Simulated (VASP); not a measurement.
Crystal: CuO.

```
CELL_PARAMETERS angstrom
0.00000 2.32725 2.32725
2.32725 0.00000 2.32725
2.32725 2.32725 0.00000
ATOMIC_POSITIONS crystal
Cu 0.00000 0.00000 0.00000
O 0.25000 0.25000 0.25000
```

- Program: VASP 6.6.1
- Task: relaxation of cell and atoms
- Functional: PBE
- Dispersion: D3(BJ)
- Potentials or basis: VASP PAW PBE potentials, release 64 (Cu, O)
- Cutoff: 600 eV
- k mesh: 10 × 10 × 10
- Occupations: fermi-dirac, width 0.05 eV
- Spin: no spin polarisation

At the start: pressure -12.2 GPa; volume 12.60 Å³/atom.

Where does the relaxation end?

Over 3 steps the energy falls by 53.6 meV/atom and the volume is 11.33 Å³/atom (-10.1 %); space group F-43m (No. 216, to 0.05 Å).

The path:
| step | energy change (eV) | largest force (eV/Å) | pressure (GPa) | volume (Å³) |
| --- | --- | --- | --- | --- |
| 1 | 0.0000 | 0.0000 | -12.17 | 25.21 |
| 2 | -0.0941 | 0.0000 | 5.63 | 21.88 |
| 3 | -0.1072 | 0.0000 | -0.01 | 22.66 |

Final structure:
```yaml
crystal:
  lattice:
    - [0.00000, 2.24586, 2.24586]
    - [2.24586, 0.00000, 2.24586]
    - [2.24586, 2.24586, 0.00000]
  atoms:
    - { symbol: Cu, position: [0.00000, 0.00000, 0.00000] }
    - { symbol: O, position: [0.25000, 0.25000, 0.25000] }
```

Caveat: an odd number of electrons without spin polarisation forces a metal; a magnetic or distorted state may lie lower; pairwise dispersion overbinds metals, which lowers pressure and volume.
